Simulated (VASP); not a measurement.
# Zr4Ag (Immm) in VASP: single point with PBE

Aim: the single point of Zr4Ag with PBE.

All numbers are computed with VASP 6.6.1; they aren't measurements. Logs are shortened: lines on timing, memory, paths and dates and some standing lists are left out, and cuts for length are marked.

### Step 1. The cell of the first run

It takes space group Immm (No. 71, orthorhombic). Conventional cell: a = 5.291 Å, b = 5.630 Å, c = 8.285 Å, α = 90.00°, β = 90.00°, γ = 90.00°. Zr (site symmetry m) has 5 Zr at 2.81 to 2.94 Å and 3 Ag at 3.02 to 3.34 Å within 3.7 Å. Ag (site symmetry mmm) has 12 Zr at 3.02 to 3.34 Å within 4.0 Å.

The cell was built from a structure type or drawn by symmetry, and may not be a known phase.

### Step 2. Single point, PBE

File INCAR:

```
SYSTEM = Zr4Ag
ALGO = Fast
EDIFF = 1E-6
ENCUT = 520
GGA = PE
ISIF = 2
ISMEAR = 0
LASPH = .TRUE.
LCHARG = .TRUE.
LELF = .TRUE.
LREAL = .FALSE.
LVHAR = .TRUE.
LWAVE = .FALSE.
NBANDS = 38
NELM = 60
PREC = Accurate
SIGMA = 0.2
```

File KPOINTS:

```
k-points
0
G
  4 4 4
  0 0 0
```

File POSCAR:

```
Zr4Ag
1.0
   -2.8152415453      2.6452690132      4.1426109874
    2.8152415453     -2.6452690132      4.1426109874
    2.8152415453      2.6452690132     -4.1426109874
Zr Ag
4 1
Direct
    0.1775275745      0.4273411688      0.2498135943
    0.8224724255      0.5726588312      0.7501864057
    0.1775275745     -0.0722860199      0.7501864057
    0.8224724255      1.0722860199      0.2498135943
    0.5000000000      0.0000000000      0.5000000000
```

Potentials or basis: VASP PAW PBE potentials, release 64 (Zr_sv, Ag).

Launch:

```console
$ cat potpaw_PBE.64/Zr_sv/POTCAR potpaw_PBE.64/Ag/POTCAR > POTCAR
$ mpirun -np 1 vasp_std > vasp.out
```

OUTCAR:

```text
SYSTEM = Zr4Ag
   EDIFF = 1E-6
   ENCUT = 520
   GGA = PE
   ISIF = 2
   ISMEAR = 0
   LASPH = .TRUE.
   LREAL = .FALSE.
   NELM = 60
   PREC = Accurate

 ion  position               nearest neighbor table
   1  0.178  0.427  0.250-   3 2.81   3 2.82   2 2.91   2 2.91   4 2.94   5 3.02   5 3.34   5 3.34

   2  0.822  0.573  0.750-   4 2.81   4 2.82   1 2.91   1 2.91   3 2.94   5 3.02   5 3.34   5 3.34

   3  0.178  0.928  0.750-   1 2.81   1 2.82   4 2.91   4 2.91   2 2.94   5 3.02   5 3.34   5 3.34

   4  0.822  0.072  0.250-   2 2.81   2 2.82   3 2.91   3 2.91   1 2.94   5 3.02   5 3.34   5 3.34

   5  0.500  0.000  0.500-   2 3.02   1 3.02   4 3.02   3 3.02   3 3.34   4 3.34   1 3.34   2 3.34
                             2 3.34   1 3.34   4 3.34   3 3.34

  LATTYP: Found a body centered orthorhombic cell.
 ALAT       =     5.2905380264
 B/A-ratio  =     1.0642552917
 C/A-ratio  =     1.5660452554

  Lattice vectors:

 A1 = (   2.8152415453,  -2.6452690132,  -4.1426109874)
 A2 = (  -2.8152415453,   2.6452690132,  -4.1426109874)
 A3 = (   2.8152415453,   2.6452690132,   4.1426109874)

Analysis of symmetry for initial positions (statically):
=====================================================================
 Subroutine PRICEL returns:
 Original cell was already a primitive cell.

 Routine SETGRP: Setting up the symmetry group for a
 body centered orthorhombic supercell.

 Subroutine GETGRP returns: Found  8 space group operations
 (whereof  8 operations were pure point group operations)
 out of a pool of  8 trial point group operations.

The static configuration has the point symmetry D_2h.

Analysis of symmetry for dynamics (positions and initial velocities):
=====================================================================
 Subroutine PRICEL returns:
 Original cell was already a primitive cell.

 Routine SETGRP: Setting up the symmetry group for a
 body centered orthorhombic supercell.

 Subroutine GETGRP returns: Found  8 space group operations
 (whereof  8 operations were pure point group operations)
 out of a pool of  8 trial point group operations.

The dynamic configuration has the point symmetry D_2h.

 Subroutine INISYM returns: Found  8 space group operations
 (whereof  8 operations are pure point group operations),
 and found     1 'primitive' translations

----------------------------------------------------------------------------------------

                                     Primitive cell

  volume of cell :     123.4013

  direct lattice vectors                    reciprocal lattice vectors
    -2.815241545  2.645269013  4.142610987     0.000000000  0.189016693  0.120696827
     2.815241545 -2.645269013  4.142610987     0.177604654  0.000000000  0.120696827
     2.815241545  2.645269013 -4.142610987     0.177604654  0.189016693  0.000000000

  length of vectors
     5.664296859  5.664296859  5.664296859     0.224265544  0.214735039  0.259366002

  position of ions in fractional coordinates (direct lattice)
     0.177527574  0.427341169  0.249813594
     0.822472426  0.572658831  0.750186406
     0.177527574  0.927713980  0.750186406
     0.822472426  0.072286020  0.249813594
     0.500000000  0.000000000  0.500000000

  ion indices of the primitive-cell ions
   primitive index   ion index
                 1           1
                 2           2
                 3           3
                 4           4
                 5           5

----------------------------------------------------------------------------------------

 KPOINTS: k-points

Automatic generation of k-mesh.
 Grid dimensions read from file:
 generate k-points for:    4    4    4

 Generating k-lattice:

  Cartesian coordinates                     Fractional coordinates (reciprocal lattice)
     0.000000000  0.047254173  0.030174207     0.250000000  0.000000000  0.000000000
     0.044401163  0.000000000  0.030174207     0.000000000  0.250000000  0.000000000
     0.044401163  0.047254173  0.000000000     0.000000000  0.000000000  0.250000000

  Length of vectors
     0.056066386  0.053683760  0.064841501

  Shift w.r.t. Gamma in fractional coordinates (k-lattice)
     0.000000000  0.000000000  0.000000000

 Subroutine IBZKPT returns following result:
 ===========================================

 Found     18 irreducible k-points:

 Following reciprocal coordinates:
            Coordinates               Weight
  0.000000  0.000000  0.000000      1.000000
  0.250000  0.000000  0.000000      4.000000
  0.500000  0.000000  0.000000      2.000000
  0.000000  0.250000  0.000000      4.000000
  0.250000  0.250000  0.000000      8.000000
  0.500000  0.250000  0.000000      8.000000
[... 10 lines left out ...]
 -0.250000 -0.250000  0.250000      2.000000
  0.500000  0.500000  0.500000      1.000000
   k-points           NKPTS =     18   k-points in BZ     NKDIM =     18   number of bands    NBANDS=     38
   number of dos      NEDOS =    301   number of ions     NIONS =      5
   total plane-waves  NPLWV =  74088
   dimension x,y,z NGX =    42 NGY =   42 NGZ =   42
   dimension x,y,z NGXF=    84 NGYF=   84 NGZF=   84
   ions per type =               4   1
   NGX,Y,Z   is equivalent  to a cutoff of  12.33, 12.33, 12.33 a.u.
   NGXF,Y,Z  is equivalent  to a cutoff of  24.65, 24.65, 24.65 a.u.
 SYSTEM =  Zr4Ag
   PREC   = accura    normal or accurate (medium, high low for compatibility)
   ISTART =      0    job   : 0-new  1-cont  2-samecut
   ICHARG =      2    charge: 1-file 2-atom 10-const
   ISPIN  =      1    spin polarized calculation?
   LNONCOLLINEAR =      F non collinear calculations
   LSORBIT =      F    spin-orbit coupling
   LASPH  =      T    aspherical Exc in radial PAW
   ENCUT  =  520.0 eV  38.22 Ry    6.18 a.u.  10.53 10.53 10.53*2*pi/ulx,y,z
   NELM   =     60;   NELMIN=  2; NELMDL= -5     # of ELM steps
   EDIFF  = 0.1E-05   stopping-criterion for ELM
   LREAL  =      F    real-space projection
   EDIFFG = 0.1E-04   stopping-criterion for IOM
   NSW    =      0    number of steps for IOM
   IBRION =     -1    ionic relax: 0-MD 1-quasi-New 2-CG
   NFREE  =      0    steps in history (QN), initial steepest desc. (CG)
   ISIF   =      2    stress and relaxation
   ISYM   =      2    0-nonsym 1-usesym 2-fastsym
   POTIM  = 0.5000    time-step for ionic-motion
   TEBEG  =    0.0;   TEEND  =   0.0 temperature during run
   PSTRESS=    0.0 pullay stress
   NELECT =      59.0000    total number of electrons
   NUPDOWN=      -1.0000    fix difference up-down
   EMIN   =  10.00;   EMAX   =-10.00  energy-range for DOS
   EFERMI =   0.00;   METHOD = LEGACY
   ISMEAR =     0;   SIGMA  =   0.20  broadening in eV -4-tet -1-fermi 0-gaus
   EFERMI_NEDOS =   21; number of points for ismear=-14 and -15
   IALGO  =     68    algorithm
   IMIX   =      4    mixing-type and parameters
     AMIX     =   0.40;   BMIX     =  1.00
     AMIX_MAG =   1.60;   BMIX_MAG =  1.00
  volume/ion in A,a.u.               =      24.68       166.55
  Fermi-wavevector in a.u.,A,eV,Ry     =   1.280125  2.419085 22.296130  1.638719
  Thomas-Fermi vector in A             =   2.412571
   LORBIT       =      0    0 simple, 1 ext, 2 COOP (PROOUT), +10 PAW based schemes
   GGA     = PE    functional components
   LHFCALC =     F    Hartree Fock is set to
   AEXX    =    0.0000 exact exchange contribution
   IVDW    =     0    specifies the selected vdW correction
   LEPSILON=     F    determine dielectric tensor
   LRPA    =     F    only Hartree local field effects (RPA)
 non-spin polarized calculation
 RMM-DIIS sequential band-by-band and
 Gauss-broadening in eV      SIGMA  =   0.20
  energy-cutoff  :      520.00
  volume of cell :      123.40
 maximum number of plane-waves:      3343
   NGX = 21   NGY = 21   NGZ = 21

 number of electron      59.0000004 magnetization

 Free energy of the ion-electron system (eV)
  ---------------------------------------------------
  ext. energy  EPLUGINS =         0.00000000
  ---------------------------------------------------
  free energy    TOTEN  =       -32.97877261 eV

  energy without entropy =      -32.84784613  energy(sigma->0) =      -32.91330937

 E-fermi :   7.2376     XC(G=0): -10.5501

 val. band max:        7.2017643968   @ k =   0.5000   0.5000   0.2500
 cond. band min:       7.2378719056   @ k =   0.0000   0.2500   0.0000
 fundamental gap:      0.0361075087
 Fermi energy:         7.2376074577

 k-point     1 :       0.0000    0.0000    0.0000
  band No.  band energies     occupation
      1     -41.4608      2.00000
      2     -41.2530      2.00000
      3     -41.2017      2.00000
      4     -41.1232      2.00000
      5     -20.1064      2.00000
      6     -20.0081      2.00000
[... 30 lines left out ...]
     37      10.5662      0.00000
     38      10.8054      0.00000

 k-point     2 :       0.2500    0.0000    0.0000
  band No.  band energies     occupation
      1     -41.4341      2.00000
      2     -41.2806      2.00000
      3     -41.1975      2.00000
      4     -41.1276      2.00000
      5     -20.1019      2.00000
      6     -20.0132      2.00000
[... 30 lines left out ...]
     37      10.8853      0.00000
     38      11.0634      0.00000

 k-point     3 :       0.5000    0.0000    0.0000
  band No.  band energies     occupation
      1     -41.3892      2.00000
      2     -41.3264      2.00000
      3     -41.1927      2.00000
      4     -41.1325      2.00000
      5     -20.0965      2.00000
      6     -20.0192      2.00000
[... 30 lines left out ...]
     37      10.8855      0.00000
[... 535 lines left out ...]
 k-point    17 :      -0.2500   -0.2500    0.2500
  band No.  band energies     occupation
      1     -41.4361      2.00000
      2     -41.2783      2.00000
      3     -41.2377      2.00000
      4     -41.0865      2.00000
      5     -20.1541      2.00000
      6     -19.9602      2.00000
[... 30 lines left out ...]
     37      10.1481      0.00000
     38      10.3399      0.00000

 k-point    18 :       0.5000    0.5000    0.5000
  band No.  band energies     occupation
      1     -41.3984      2.00000
      2     -41.3167      2.00000
      3     -41.2612      2.00000
      4     -41.0623      2.00000
      5     -20.1856      2.00000
      6     -19.9761      2.00000
[... 30 lines left out ...]
     37       9.6987      0.00000
     38       9.8423      0.00000

------------------------ aborting loop because EDIFF is reached ----------------------------------------

  FORCE on cell =-STRESS in cart. coord.  units (eV):
  Direction    XX          YY          ZZ          XY          YZ          ZX
  --------------------------------------------------------------------------------------
  -------------------------------------------------------------------------------------
  Total       -0.0922707     -0.1076202      0.0945683      0.0000000      0.0000000      0.0000000
  in kB       -1.1979945     -1.3972841      1.2278254      0.0000000      0.0000000      0.0000000
  external PRESSURE =      -0.4558177 kB  Pullay stress =       0.0000000 kB

 VOLUME and BASIS-vectors are now :
 -----------------------------------------------------------------------------
  energy-cutoff  :      520.00
  volume of cell :      123.40
      direct lattice vectors                 reciprocal lattice vectors
    -2.815241545  2.645269013  4.142610987     0.000000000  0.189016693  0.120696827
     2.815241545 -2.645269013  4.142610987     0.177604654  0.000000000  0.120696827
     2.815241545  2.645269013 -4.142610987     0.177604654  0.189016693  0.000000000

 POSITION                                       TOTAL-FORCE (eV/Angst)
 -----------------------------------------------------------------------------------
      1.40657      0.00000      1.47086        -0.007361      0.000000     -0.033888
      1.40867      2.64527      2.67176         0.007361     -0.000000      0.033888
      4.22391      0.00000      1.47086         0.007361      0.000000     -0.033888
     -1.40867      2.64527      2.67176        -0.007361     -0.000000      0.033888
      0.00000      2.64527      0.00000         0.000000     -0.000000     -0.000000
 -----------------------------------------------------------------------------------
    total drift:                                0.000000      0.000000     -0.000000

  FREE ENERGIE OF THE ION-ELECTRON SYSTEM (eV)
  ---------------------------------------------------
  free  energy   TOTEN  =       -32.9787726125 eV

  energy  without entropy=      -32.8478461278  energy(sigma->0) =      -32.91330937
```

It took 4.2 min on 1 thread of Intel Xeon 8259CL, shared host; peak memory 0.29 GiB.

Results:

- Free energy: -32.9788 eV
- Pressure: 0.0 GPa
- Largest force: 0.035 eV/Å
- Band gap on the k mesh: zero (an odd number of electrons rules out a gap without spin polarisation)

Forces in eV/Å, atoms in the order of the input:
```
Zr  -0.007  0.000 -0.034
Zr   0.007  0.000  0.034
Zr   0.007  0.000 -0.034
Zr  -0.007  0.000  0.034
Ag   0.000  0.000  0.000
```

Levels at points of the mesh, in eV from the Fermi level:
```
           k point  band 25  band 26  band 27  band 28  band 29  band 30  band 31  band 32  band 33  band 34
(0.00, 0.00, 0.00)    -1.35    -1.03    -0.77    -0.43     0.03     0.05     0.42     0.54     1.06     1.28
(0.50, 0.00, 0.00)    -1.57    -1.27    -1.02    -0.73    -0.50    -0.27    -0.25     0.59     1.04     1.78
(0.00, 0.50, 0.00)    -0.87    -0.49    -0.44    -0.25     0.07     0.17     0.47     0.67     0.73     1.64
(0.50, 0.50, 0.00)    -1.13    -1.05    -0.79    -0.54    -0.38     0.08     0.56     0.72     0.92     2.01
(0.50, 0.50, 0.50)    -1.45    -1.41    -0.92    -0.91    -0.15    -0.04     0.48     0.75     1.23     1.34
```
